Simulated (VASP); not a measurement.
# PbO (Pbcm) in VASP: single point with PBE

Aim: the single point of PbO with PBE.

Everything below comes from runs of VASP 6.6.1. Logs are shortened: lines on timing, memory, paths and dates and some standing lists are left out, and cuts for length are marked.

## 1. The cell of the first run

The structure is orthorhombic, space group Pbcm (No. 57). Conventional cell: a = 6.250 Å, b = 5.766 Å, c = 4.808 Å, α = 90.00°, β = 90.00°, γ = 90.00°. Within 3.0 Å of Pb (site symmetry m) lie 4 O at 2.26 to 2.50 Å. O (site symmetry m) has 4 Pb at 2.26 to 2.50 Å and 2 O at 3.00 Å within 3.0 Å.

## 2. Single point, PBE

Input file INCAR:

```
  ALGO = Normal
  EDIFF = 1E-6
  ENCUT = 520
  GGA = PE
  ISIF = 2
  ISMEAR = 0
  LASPH = True
  LCHARG = True
  LELF = True
  LREAL = False
  LVHAR = True
  LWAVE = False
  NBANDS = 50
  NELM = 80
  PREC = Accurate
  SIGMA = 0.1
```

Input file KPOINTS:

```
k-points
0
Gamma
  4 4 4
```

Input file POSCAR:

```
PbO
1.0
    6.2504056736      0.0000000000      0.0000000000
    0.0000000000      5.7659245406      0.0000000000
    0.0000000000      0.0000000000      4.8083362208
Pb O
4 4
Direct
    0.2164942112      0.9804822257      0.2500000000
    0.7835057888      0.0195177743      0.7500000000
    0.2164942112      0.5195177743      0.7500000000
    0.7835057888      0.4804822257      0.2500000000
    0.8704928505      0.0947601928      0.2500000000
    0.1295071495      0.9052398072      0.7500000000
    0.8704928505      0.4052398072      0.7500000000
    0.1295071495      0.5947601928      0.2500000000
```

Potentials or basis: VASP PAW PBE potentials, release 64 (Pb_d, O).

Command:

```
cat potpaw_PBE.64/Pb_d/POTCAR potpaw_PBE.64/O/POTCAR > POTCAR
mpirun -np 1 vasp_std > vasp.out
```

OUTCAR:

```text
EDIFF = 1E-6
   ENCUT = 520
   GGA = PE
   ISIF = 2
   ISMEAR = 0
   LASPH = True
   LREAL = False
   NELM = 80
   PREC = Accurate

 ion  position               nearest neighbor table
   1  0.216  0.980  0.250-   5 2.26   8 2.29   6 2.50   6 2.50   3 3.58   3 3.58   2 3.63   2 3.63
                             3 3.93   3 3.93   4 3.95   4 3.95
   2  0.784  0.020  0.750-   6 2.26   7 2.29   5 2.50   5 2.50   4 3.58   4 3.58   1 3.63   1 3.63
                             4 3.93   4 3.93   3 3.95   3 3.95
   3  0.216  0.520  0.750-   7 2.26   6 2.29   8 2.50   8 2.50   1 3.58   1 3.58   4 3.63   4 3.63
                             1 3.93   1 3.93   2 3.95   2 3.95
   4  0.784  0.480  0.250-   8 2.26   5 2.29   7 2.50   7 2.50   2 3.58   2 3.58   3 3.63   3 3.63
                             2 3.93   2 3.93   1 3.95   1 3.95
   5  0.870  0.095  0.250-   1 2.26   4 2.29   2 2.50   2 2.50
   6  0.130  0.905  0.750-   2 2.26   3 2.29   1 2.50   1 2.50
   7  0.870  0.405  0.750-   3 2.26   2 2.29   4 2.50   4 2.50
   8  0.130  0.595  0.250-   4 2.26   1 2.29   3 2.50   3 2.50

  LATTYP: Found a simple orthorhombic cell.
 ALAT       =     4.8083362208
 B/A-ratio  =     1.1991516973
 C/A-ratio  =     1.2999102780

  Lattice vectors:

 A1 = (   0.0000000000,   0.0000000000,  -4.8083362208)
 A2 = (   0.0000000000,   5.7659245406,   0.0000000000)
 A3 = (   6.2504056736,   0.0000000000,   0.0000000000)

Analysis of symmetry for initial positions (statically):
=====================================================================
 Subroutine PRICEL returns:
 Original cell was already a primitive cell.

 Routine SETGRP: Setting up the symmetry group for a
 simple orthorhombic supercell.

 Subroutine GETGRP returns: Found  8 space group operations
 (whereof  2 operations were pure point group operations)
 out of a pool of  8 trial point group operations.

The static configuration has the point symmetry S_2 .
 The point group associated with its full space group is D_2h.

Analysis of symmetry for dynamics (positions and initial velocities):
=====================================================================
 Subroutine PRICEL returns:
 Original cell was already a primitive cell.

 Routine SETGRP: Setting up the symmetry group for a
 simple orthorhombic supercell.

 Subroutine GETGRP returns: Found  8 space group operations
 (whereof  2 operations were pure point group operations)
 out of a pool of  8 trial point group operations.

The dynamic configuration has the point symmetry S_2 .
 The point group associated with its full space group is D_2h.

 Subroutine INISYM returns: Found  8 space group operations
 (whereof  2 operations are pure point group operations),
 and found     1 'primitive' translations

----------------------------------------------------------------------------------------

                                     Primitive cell

  volume of cell :     173.2894

  direct lattice vectors                    reciprocal lattice vectors
     6.250405674  0.000000000  0.000000000     0.159989615  0.000000000  0.000000000
     0.000000000  5.765924541  0.000000000     0.000000000  0.173432724  0.000000000
     0.000000000  0.000000000  4.808336221     0.000000000  0.000000000  0.207972145

  length of vectors
     6.250405674  5.765924541  4.808336221     0.159989615  0.173432724  0.207972145

  position of ions in fractional coordinates (direct lattice)
     0.216494211  0.980482226  0.250000000
     0.783505789  0.019517774  0.750000000
     0.216494211  0.519517774  0.750000000
     0.783505789  0.480482226  0.250000000
     0.870492850  0.094760193  0.250000000
     0.129507150  0.905239807  0.750000000
     0.870492850  0.405239807  0.750000000
     0.129507150  0.594760193  0.250000000

  ion indices of the primitive-cell ions
   primitive index   ion index
                 1           1
                 2           2
                 3           3
                 4           4
                 5           5
                 6           6
                 7           7
                 8           8

----------------------------------------------------------------------------------------

 KPOINTS: k-points

Automatic generation of k-mesh.
 Grid dimensions read from file:
 generate k-points for:    4    4    4

 Generating k-lattice:

  Cartesian coordinates                     Fractional coordinates (reciprocal lattice)
     0.039997404  0.000000000  0.000000000     0.250000000  0.000000000  0.000000000
     0.000000000  0.043358181  0.000000000     0.000000000  0.250000000  0.000000000
     0.000000000  0.000000000  0.051993036     0.000000000  0.000000000  0.250000000

  Length of vectors
     0.039997404  0.043358181  0.051993036

  Shift w.r.t. Gamma in fractional coordinates (k-lattice)
     0.000000000  0.000000000  0.000000000

 Subroutine IBZKPT returns following result:
 ===========================================

 Found     27 irreducible k-points:

 Following reciprocal coordinates:
            Coordinates               Weight
  0.000000  0.000000  0.000000      1.000000
  0.250000  0.000000  0.000000      2.000000
  0.500000  0.000000  0.000000      1.000000
  0.000000  0.250000  0.000000      2.000000
  0.250000  0.250000  0.000000      4.000000
  0.500000  0.250000  0.000000      2.000000
[... 16 lines left out ...]
  0.250000  0.250000  0.500000      4.000000
  0.500000  0.250000  0.500000      2.000000
 [... further k-points ...]
   k-points           NKPTS =     27   k-points in BZ     NKDIM =     27   number of bands    NBANDS=     50
   number of dos      NEDOS =    301   number of ions     NIONS =      8
   total plane-waves  NPLWV =  82944
   dimension x,y,z NGX =    48 NGY =   48 NGZ =   36
   dimension x,y,z NGXF=    96 NGYF=   96 NGZF=   72
   ions per type =               4   4
   NGX,Y,Z   is equivalent  to a cutoff of  12.77, 13.84, 12.45 a.u.
   NGXF,Y,Z  is equivalent  to a cutoff of  25.53, 27.68, 24.89 a.u.
 SYSTEM =  unknown system
   PREC   = accura    normal or accurate (medium, high low for compatibility)
   ISTART =      0    job   : 0-new  1-cont  2-samecut
   ICHARG =      2    charge: 1-file 2-atom 10-const
   ISPIN  =      1    spin polarized calculation?
   LNONCOLLINEAR =      F non collinear calculations
   LSORBIT =      F    spin-orbit coupling
   LASPH  =      T    aspherical Exc in radial PAW
   ENCUT  =  520.0 eV  38.22 Ry    6.18 a.u.  11.62 10.72  8.94*2*pi/ulx,y,z
   NELM   =     80;   NELMIN=  2; NELMDL= -5     # of ELM steps
   EDIFF  = 0.1E-05   stopping-criterion for ELM
   LREAL  =      F    real-space projection
[... 7 lines left out ...]
   TEBEG  =    0.0;   TEEND  =   0.0 temperature during run
   PSTRESS=    0.0 pullay stress
   NELECT =      80.0000    total number of electrons
   NUPDOWN=      -1.0000    fix difference up-down
   EMIN   =  10.00;   EMAX   =-10.00  energy-range for DOS
   EFERMI =   0.00;   METHOD = LEGACY
   ISMEAR =     0;   SIGMA  =   0.10  broadening in eV -4-tet -1-fermi 0-gaus
   EFERMI_NEDOS =   21; number of points for ismear=-14 and -15
   IALGO  =     38    algorithm
   IMIX   =      4    mixing-type and parameters
     AMIX     =   0.40;   BMIX     =  1.00
     AMIX_MAG =   1.60;   BMIX_MAG =  1.00
  volume/ion in A,a.u.               =      21.66       146.18
  Fermi-wavevector in a.u.,A,eV,Ry     =   1.265263  2.391000 21.781439  1.600891
  Thomas-Fermi vector in A             =   2.398525
   LORBIT       =      0    0 simple, 1 ext, 2 COOP (PROOUT), +10 PAW based schemes
   GGA     = PE    functional components
   LHFCALC =     F    Hartree Fock is set to
   AEXX    =    0.0000 exact exchange contribution
   IVDW    =     0    specifies the selected vdW correction
   LEPSILON=     F    determine dielectric tensor
   LRPA    =     F    only Hartree local field effects (RPA)
 non-spin polarized calculation
 Gauss-broadening in eV      SIGMA  =   0.10
  energy-cutoff  :      520.00
  volume of cell :      173.29
 maximum number of plane-waves:      4694
 NGX is ok and might be reduce to    48
   NGX = 23   NGY = 21   NGZ = 17

 number of electron      79.9999996 magnetization

 Free energy of the ion-electron system (eV)
  ---------------------------------------------------
  ext. energy  EPLUGINS =         0.00000000
  ---------------------------------------------------
  free energy    TOTEN  =       -42.90092050 eV

  energy without entropy =      -42.90092050  energy(sigma->0) =      -42.90092050

 E-fermi :   4.2035     XC(G=0):  -9.3749

 val. band max:        3.7016145139   @ k =   0.0000   0.0000   0.0000
 cond. band min:       6.1701787520   @ k =   0.5000   0.5000   0.5000
 fundamental gap:      2.4685642381
 Fermi energy:         4.2034770967

 k-point     1 :       0.0000    0.0000    0.0000
  band No.  band energies     occupation
      1     -13.6257      2.00000
      2     -13.6140      2.00000
      3     -13.5286      2.00000
      4     -13.4350      2.00000
      5     -11.7828      2.00000
      6     -11.7397      2.00000
[... 42 lines left out ...]
     49      10.8811      0.00000
     50      11.1351      0.00000

 k-point     2 :       0.2500    0.0000    0.0000
  band No.  band energies     occupation
      1     -13.6229      2.00000
      2     -13.6086      2.00000
      3     -13.5249      2.00000
      4     -13.4311      2.00000
      5     -11.7808      2.00000
      6     -11.7384      2.00000
[... 42 lines left out ...]
     49      10.6000      0.00000
     50      11.0867      0.00000

 k-point     3 :       0.5000    0.0000    0.0000
  band No.  band energies     occupation
      1     -13.6201      2.00000
      2     -13.6033      2.00000
      3     -13.5213      2.00000
      4     -13.4272      2.00000
      5     -11.7786      2.00000
      6     -11.7394      2.00000
[... 1102 lines left out ...]
     49      10.2670      0.00000
     50      10.2670      0.00000

 k-point    24 :       0.5000    0.2500    0.5000
  band No.  band energies     occupation
      1     -13.4264      2.00000
      2     -13.4264      2.00000
      3     -13.3559      2.00000
      4     -13.3559      2.00000
      5     -11.7311      2.00000
      6     -11.7311      2.00000
[... 42 lines left out ...]
     49      10.9481      0.00000
     50      10.9603      0.00000

 [... further k-points ...]

------------------------ aborting loop because EDIFF is reached ----------------------------------------

  FORCE on cell =-STRESS in cart. coord.  units (eV):
  Direction    XX          YY          ZZ          XY          YZ          ZX
  --------------------------------------------------------------------------------------
  -------------------------------------------------------------------------------------
  Total        0.3476574      0.1918019      0.2110638      0.0000000      0.0000000      0.0000000
  in kB        3.2143271      1.7733381      1.9514269      0.0000000      0.0000000      0.0000000
  external PRESSURE =       2.3130307 kB  Pullay stress =       0.0000000 kB

 VOLUME and BASIS-vectors are now :
 -----------------------------------------------------------------------------
  energy-cutoff  :      520.00
  volume of cell :      173.29
      direct lattice vectors                 reciprocal lattice vectors
     6.250405674  0.000000000  0.000000000     0.159989615  0.000000000  0.000000000
     0.000000000  5.765924541  0.000000000     0.000000000  0.173432724  0.000000000
     0.000000000  0.000000000  4.808336221     0.000000000  0.000000000  0.207972145

 POSITION                                       TOTAL-FORCE (eV/Angst)
 -----------------------------------------------------------------------------------
      1.35318      5.65339      1.20208         0.043112      0.014868      0.000000
      4.89723      0.11254      3.60625        -0.043112     -0.014868      0.000000
      1.35318      2.99550      3.60625         0.043112     -0.014868      0.000000
      4.89723      2.77042      1.20208        -0.043112      0.014868     -0.000000
      5.44093      0.54638      1.20208         0.004896      0.007910      0.000000
      0.80947      5.21954      3.60625        -0.004896     -0.007910     -0.000000
      5.44093      2.33658      3.60625         0.004896     -0.007910     -0.000000
      0.80947      3.42934      1.20208        -0.004896      0.007910      0.000000
 -----------------------------------------------------------------------------------
    total drift:                                0.000000     -0.000000     -0.000000

  FREE ENERGIE OF THE ION-ELECTRON SYSTEM (eV)
  ---------------------------------------------------
  free  energy   TOTEN  =       -42.9009205041 eV

  energy  without entropy=      -42.9009205041  energy(sigma->0) =      -42.90092050
```

It took 8.5 min on 1 thread of AMD EPYC 7R13, shared host; peak memory 0.33 GiB.

What came out:

```yaml
Free_energy: -42.9009 eV
Pressure: 0.2 GPa
Largest_force: 0.046 eV/Å
Band_gap_on_the_k_mesh: 2.47 eV, indirect (least direct gap 2.69 eV)
```

Forces in eV/Å, atoms in the order of the input:
```
Pb   0.043  0.015  0.000
Pb  -0.043 -0.015  0.000
Pb   0.043 -0.015  0.000
Pb  -0.043  0.015  0.000
O    0.005  0.008  0.000
O   -0.005 -0.008  0.000
O    0.005 -0.008  0.000
O   -0.005  0.008  0.000
```

Caveat: spin-orbit coupling is left out, which moves the levels of the heavy elements. A k mesh can miss the band edges.
